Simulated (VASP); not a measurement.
# Be3TeSe2 (I-4m2) in VASP: further runs

Be3TeSe2 is run at these levels: PBE; tasks: single point, relaxation of cell and atoms.

Everything below comes from runs of VASP 6.6.1. Logs are shortened: lines on timing, memory, paths and dates and some standing lists are left out, and cuts for length are marked.

## Step 1: The cell of the first run

Symmetry: I-4m2, No. 119, tetragonal system. Conventional cell: a = 3.794 Å, b = 3.794 Å, c = 15.931 Å, α = 90.00°, β = 90.00°, γ = 90.00°. Within 3.0 Å of Be (site symmetry -4m2) lie 4 Se at 2.27 Å. Be (site symmetry 2mm) has 2 Se at 2.27 Å and 2 Te at 2.41 Å within 3.0 Å. Within 3.2 Å of Te (site symmetry -4m2) lie 4 Be at 2.41 Å. Se (site symmetry 2mm) has 4 Be at 2.27 Å within 3.0 Å.

## Step 2: Single point, PBE

INCAR reads:

```
SYSTEM = Be3TeSe2
PREC     = Accurate       ! precision mode
ENCUT    = 520            ! plane-wave cutoff, eV
EDIFF    = 1E-6           ! SCF threshold, eV
ISMEAR   = 0              ! smearing method
SIGMA    = 0.15           ! smearing width, eV
LREAL    = .FALSE.        ! projectors in reciprocal space
LASPH    = .TRUE.         ! aspherical terms in the spheres
NELM     = 100            ! most SCF steps
ALGO     = Normal         ! electronic algorithm
ISIF     = 2              ! what is computed and relaxed
LWAVE    = .FALSE.        ! write WAVECAR
LCHARG   = .FALSE.        ! write CHGCAR
GGA      = PE             ! functional
NBANDS   = 21             ! bands
```

KPOINTS reads:

```
regular mesh
0
G
  5 5 5
  0 0 0
```

POSCAR reads:

```
Be3TeSe2
1.0
   -1.8972499669      1.8972499669      7.9654990989
    1.8972499669     -1.8972499669      7.9654990989
    1.8972499669      1.8972499669     -7.9654990989
Be Te Se
3 1 2
Direct
    0.7500000000      0.2500000000      0.5000000000
    0.0930740126      0.5930740126      0.5000000000
    0.4069259874      0.9069259874      0.5000000000
    0.0000000000      0.0000000000      0.0000000000
    0.6715368384      0.6715368384      0.0000000000
    0.3284631616      0.3284631616      0.0000000000
```

Potentials or basis: VASP PAW PBE potentials, release 64 (Be, Te, Se).

Run with:

```
$ cat potpaw_PBE.64/Be/POTCAR potpaw_PBE.64/Te/POTCAR potpaw_PBE.64/Se/POTCAR > POTCAR
$ mpirun -np 1 vasp_std > vasp.out
```

OUTCAR:

```text
SYSTEM = Be3TeSe2
   PREC = Accurate
   ENCUT = 520
   EDIFF = 1E-6
   ISMEAR = 0
   LREAL = .FALSE.
   LASPH = .TRUE.
   NELM = 100
   ISIF = 2
   GGA = PE

 ion  position               nearest neighbor table
   1  0.750  0.250  0.500-   6 2.27   5 2.27   6 2.27   5 2.27
   2  0.093  0.593  0.500-   5 2.27   5 2.27   4 2.41   4 2.41
   3  0.407  0.907  0.500-   6 2.27   6 2.27   4 2.41   4 2.41
   4  0.000  0.000  0.000-   2 2.41   3 2.41   2 2.41   3 2.41
   5  0.672  0.672  0.000-   2 2.27   2 2.27   1 2.27   1 2.27
   6  0.328  0.328  0.000-   3 2.27   3 2.27   1 2.27   1 2.27

  LATTYP: Found a body centered tetragonal cell.
 ALAT       =     3.7944999338
 C/A-ratio  =     4.1984447162

  Lattice vectors:

 A1 = (  -1.8972499669,   1.8972499669,   7.9654990989)
 A2 = (   1.8972499669,  -1.8972499669,   7.9654990989)
 A3 = (   1.8972499669,   1.8972499669,  -7.9654990989)

Analysis of symmetry for initial positions (statically):
=====================================================================
 Subroutine PRICEL returns:
 Original cell was already a primitive cell.

 Routine SETGRP: Setting up the symmetry group for a
 body centered tetragonal supercell.

 Subroutine GETGRP returns: Found  8 space group operations
 (whereof  8 operations were pure point group operations)
 out of a pool of 16 trial point group operations.

The static configuration has the point symmetry D_2d.

Analysis of symmetry for dynamics (positions and initial velocities):
=====================================================================
 Subroutine PRICEL returns:
 Original cell was already a primitive cell.

 Routine SETGRP: Setting up the symmetry group for a
 body centered tetragonal supercell.

 Subroutine GETGRP returns: Found  8 space group operations
 (whereof  8 operations were pure point group operations)
 out of a pool of 16 trial point group operations.

The dynamic configuration has the point symmetry D_2d.

 Subroutine INISYM returns: Found  8 space group operations
 (whereof  8 operations are pure point group operations),
 and found     1 'primitive' translations

----------------------------------------------------------------------------------------

                                     Primitive cell

  volume of cell :     114.6891

  direct lattice vectors                    reciprocal lattice vectors
[... 89 lines left out ...]
   LREAL  =      F    real-space projection
   EDIFFG = 0.1E-04   stopping-criterion for IOM
   NSW    =      0    number of steps for IOM
   IBRION =     -1    ionic relax: 0-MD 1-quasi-New 2-CG
   NFREE  =      0    steps in history (QN), initial steepest desc. (CG)
   ISIF   =      2    stress and relaxation
   ISYM   =      2    0-nonsym 1-usesym 2-fastsym
   POTIM  = 0.5000    time-step for ionic-motion
   TEBEG  =    0.0;   TEEND  =   0.0 temperature during run
   PSTRESS=    0.0 pullay stress
   NELECT =      24.0000    total number of electrons
   NUPDOWN=      -1.0000    fix difference up-down
   EMIN   =  10.00;   EMAX   =-10.00  energy-range for DOS
   EFERMI =   0.00;   METHOD = LEGACY
   ISMEAR =     0;   SIGMA  =   0.15  broadening in eV -4-tet -1-fermi 0-gaus
   EFERMI_NEDOS =   21; number of points for ismear=-14 and -15
   IALGO  =     38    algorithm
   IMIX   =      4    mixing-type and parameters
     AMIX     =   0.40;   BMIX     =  1.00
     AMIX_MAG =   1.60;   BMIX_MAG =  1.00
  volume/ion in A,a.u.               =      19.11       128.99
  Fermi-wavevector in a.u.,A,eV,Ry     =   0.971936  1.836694 12.852887  0.944661
  Thomas-Fermi vector in A             =   2.102194
   LORBIT       =      0    0 simple, 1 ext, 2 COOP (PROOUT), +10 PAW based schemes
   GGA     = PE    functional components
   LHFCALC =     F    Hartree Fock is set to
   AEXX    =    0.0000 exact exchange contribution
   IVDW    =     0    specifies the selected vdW correction
   LEPSILON=     F    determine dielectric tensor
   LRPA    =     F    only Hartree local field effects (RPA)
 non-spin polarized calculation
 Gauss-broadening in eV      SIGMA  =   0.15
  energy-cutoff  :      520.00
  volume of cell :      114.69
 maximum number of plane-waves:      3108
   NGX = 31   NGY = 31   NGZ = 31

 number of electron      23.9999999 magnetization

 Free energy of the ion-electron system (eV)
  ---------------------------------------------------
  ext. energy  EPLUGINS =         0.00000000
  ---------------------------------------------------
  free energy    TOTEN  =       -25.12770537 eV

  energy without entropy =      -25.12770537  energy(sigma->0) =      -25.12770537

 E-fermi :   4.7549     XC(G=0):  -9.2211

 val. band max:        4.0609429069   @ k =   0.0000   0.0000   0.0000
 cond. band min:       6.2286500438   @ k =  -0.4000  -0.4000   0.4000
 fundamental gap:      2.1677071368
 Fermi energy:         4.7549169554

 k-point     1 :       0.0000    0.0000    0.0000
  band No.  band energies     occupation
      1      -9.6630      2.00000
      2      -8.7134      2.00000
      3      -7.1996      2.00000
      4      -0.1575      2.00000
      5       0.0475      2.00000
      6       1.2047      2.00000
[... 421 lines left out ...]
     20       9.6495      0.00000
     21      10.4539      0.00000

------------------------ aborting loop because EDIFF is reached ----------------------------------------

  FORCE on cell =-STRESS in cart. coord.  units (eV):
  Direction    XX          YY          ZZ          XY          YZ          ZX
  --------------------------------------------------------------------------------------
  -------------------------------------------------------------------------------------
  Total       -0.0019372     -0.0019372      0.1689784      0.0000000      0.0000000      0.0000000
  in kB       -0.0270618     -0.0270618      2.3605854      0.0000000      0.0000000      0.0000000
  external PRESSURE =       0.7688206 kB  Pullay stress =       0.0000000 kB

 VOLUME and BASIS-vectors are now :
 -----------------------------------------------------------------------------
  energy-cutoff  :      520.00
  volume of cell :      114.69
      direct lattice vectors                 reciprocal lattice vectors
    -1.897249967  1.897249967  7.965499099     0.000000000  0.263539338  0.062770706
     1.897249967 -1.897249967  7.965499099     0.263539338  0.000000000  0.062770706
     1.897249967  1.897249967 -7.965499099     0.263539338  0.263539338  0.000000000

 POSITION                                       TOTAL-FORCE (eV/Angst)
 -----------------------------------------------------------------------------------
      0.00000      1.89725      3.98275         0.000000      0.000000     -0.000000
      1.89725      0.00000      1.48276        -0.000000     -0.000000     -0.036836
      1.89725      0.00000      6.48274        -0.000000     -0.000000      0.036836
      0.00000      0.00000      0.00000         0.000000      0.000000      0.000000
      0.00000      0.00000     10.69825        -0.000000     -0.000000     -0.037398
      0.00000      0.00000      5.23275         0.000000      0.000000      0.037398
 -----------------------------------------------------------------------------------
    total drift:                                0.000000     -0.000000     -0.000000

  FREE ENERGIE OF THE ION-ELECTRON SYSTEM (eV)
  ---------------------------------------------------
  free  energy   TOTEN  =       -25.1277053728 eV

  energy  without entropy=      -25.1277053728  energy(sigma->0) =      -25.12770537
```

OSZICAR:

```text
N       E                     dE             d eps       ncg     rms          rms(c)
DAV:   1     0.847286564200E+02    0.84729E+02   -0.91952E+03   756   0.930E+02
DAV:   2    -0.182612732219E+02   -0.10299E+03   -0.98438E+02   959   0.159E+02
DAV:   3    -0.253703564513E+02   -0.71091E+01   -0.70609E+01   974   0.450E+01
DAV:   4    -0.254598470570E+02   -0.89491E-01   -0.89364E-01  1046   0.567E+00
DAV:   5    -0.254607695571E+02   -0.92250E-03   -0.92243E-03   995   0.600E-01    0.623E+00
DAV:   6    -0.252118357455E+02    0.24893E+00   -0.15907E-01   921   0.182E+00    0.390E+00
DAV:   7    -0.251266019729E+02    0.85234E-01   -0.27937E-01   923   0.242E+00    0.395E-01
DAV:   8    -0.251268911649E+02   -0.28919E-03   -0.11002E-02   933   0.556E-01    0.156E-01
DAV:   9    -0.251275394887E+02   -0.64832E-03   -0.15799E-03   997   0.194E-01    0.420E-02
DAV:  10    -0.251276383598E+02   -0.98871E-04   -0.58829E-05   955   0.421E-02    0.381E-02
DAV:  11    -0.251276992211E+02   -0.60861E-04   -0.61284E-05   913   0.404E-02    0.832E-03
DAV:  12    -0.251277054468E+02   -0.62257E-05   -0.12666E-05   983   0.168E-02    0.103E-02
DAV:  13    -0.251277053728E+02    0.73972E-07   -0.70456E-07   750   0.492E-03
   1 F= -.25127705E+02 E0= -.25127705E+02  d E =-.685936E-12
```

Run time: 93 s. Hardware: 1 thread of AMD EPYC 9R45 (Zen 5), shared host; peak memory 0.52 GiB.

What came out:

```
Free energy            : -25.1277 eV
Pressure               : 0.1 GPa
Largest force          : 0.037 eV/Å
Band gap on the k mesh : 2.17 eV, indirect (least direct gap 2.47 eV)
```

Forces in eV/Å, atoms in the order of the input:
```
Be   0.000  0.000  0.000
Be   0.000  0.000 -0.037
Be   0.000  0.000  0.037
Te   0.000  0.000  0.000
Se   0.000  0.000 -0.037
Se   0.000  0.000  0.037
```

Stress tensor (GPa, compression positive):
```
0.00 0.00 0.00
0.00 0.00 0.00
0.00 0.00 0.24
```

Levels at points of the mesh, in eV from the valence-band top:
```
           k point  band 9  band 10  band 11  band 12  band 13  band 14  band 15  band 16
(0.00, 0.00, 0.00)   -2.13    -0.21     0.00     0.00     2.47     2.64     3.70     4.10
```

Caveat: the k points lie up to 0.47 Å⁻¹ apart; spin-orbit coupling is left out, which moves the levels of the heavy elements.

## Step 3: Relaxation of cell and atoms, PBE

This run uses another cell than the first one, of 17.91 Å³/atom, 0.937 times its volume.

INCAR reads:

```
SYSTEM = Be3TeSe2
PREC = Accurate ; ENCUT = 600
EDIFF = 1E-6 ; ISMEAR = 0
SIGMA = 0.15 ; LREAL = .False.
LASPH = .True. ; NELM = 80
ALGO = Normal ; ISIF = 3
LWAVE = .False. ; LCHARG = .False.
GGA = PE ; IBRION = 2
NSW = 36 ; EDIFFG = -0.08
```

KPOINTS reads:

```
Automatic mesh
0
Gamma
  5 5 5
  0 0 0
```

POSCAR reads:

```
Be3TeSe2
1.0
   -1.8500000000      1.8500000000      7.8500000000
    1.8500000000     -1.8500000000      7.8500000000
    1.8500000000      1.8500000000     -7.8500000000
Be Te Se
3 1 2
Direct
    0.7500000000      0.2500000000      0.5000000000
    0.0833300000      0.5833300000      0.5000000000
    0.4166700000      0.9166700000      0.5000000000
    0.0000000000      0.0000000000      0.0000000000
    0.6666700000      0.6666700000      0.0000000000
    0.3333300000      0.3333300000      0.0000000000
```

Potentials or basis: VASP PAW PBE potentials, release 64 (Be, Te, Se).

Run with:

```
$ cat potpaw_PBE.64/Be/POTCAR potpaw_PBE.64/Te/POTCAR potpaw_PBE.64/Se/POTCAR > POTCAR
$ mpirun -np 1 vasp_std > vasp.out
```

Run time: 8.4 min. Hardware: 1 thread of AMD EPYC 9R45 (Zen 5), shared host; peak memory 0.74 GiB.

Results (log left out):

| Item | Value |
| --- | --- |
| Free energy | -25.1281 eV |
| Relaxed volume | 19.15 Å³/atom |
| Relaxed cell | a = 8.432 Å, b = 8.432 Å, c = 8.432 Å, α = 154.01°, β = 154.01°, γ = 37.08° |
| Space group after relaxing (to 0.05 Å) | I-4m2 (No. 119) |
| Energy gained by relaxing | 59.0 meV/atom |
| Ionic steps | 7 |
| Pressure after relaxing | 0.0 GPa |
| Largest force after relaxing | 0.038 eV/Å |
| Band gap on the k mesh | 2.18 eV, indirect (least direct gap 2.48 eV) |

Forces in eV/Å, atoms in the order of the input:
```
Be   0.000  0.000  0.000
Be   0.000  0.000 -0.027
Be   0.000  0.000  0.027
Te   0.000  0.000  0.000
Se   0.000  0.000  0.038
Se   0.000  0.000 -0.038
```

The path:
| step | energy change (eV) | largest force (eV/Å) | pressure (GPa) | volume (Å³) |
| --- | --- | --- | --- | --- |
| 1 | 0.0000 | 1.5157 | 6.05 | 107.47 |
| 2 | -0.2770 | 0.4739 | -1.63 | 118.33 |
| 3 | -0.2783 | 0.5352 | -1.21 | 117.54 |
| 4 | -0.3241 | 0.2973 | -0.59 | 116.15 |
| 5 | -0.3492 | 0.2148 | 0.47 | 114.06 |
| 6 | -0.3493 | 0.2186 | 0.42 | 114.15 |
| 7 | -0.3543 | 0.0385 | -0.05 | 114.91 |

Final structure:
```
Be Te Se
1.0
    -1.89570    1.89570    7.99426
     1.89570   -1.89570    7.99426
     1.89570    1.89570   -7.99426
Be Te Se
3 1 2
Cartesian
  0.0000 1.8957 3.9971
  1.8957 0.0000 1.4832
  1.8957 0.0000 6.5111
  0.0000 0.0000 15.9885
  1.8957 1.8957 2.7338
  1.8957 1.8957 -2.7339
```

Levels at points of the mesh, in eV from the valence-band top:
| k point | band 10 | band 11 | band 12 | band 13 | band 14 | band 15 |
| --- | --- | --- | --- | --- | --- | --- |
| (0.00, 0.00, 0.00) | -0.23 | 0.00 | 0.00 | 2.48 | 2.64 | 3.70 |

Caveat: the k points lie up to 0.47 Å⁻¹ apart in the final cell; spin-orbit coupling is left out, which moves the levels of the heavy elements; the relaxation stopped at a loose force limit of 0.08 eV/Å, so its end isn't a converged minimum.
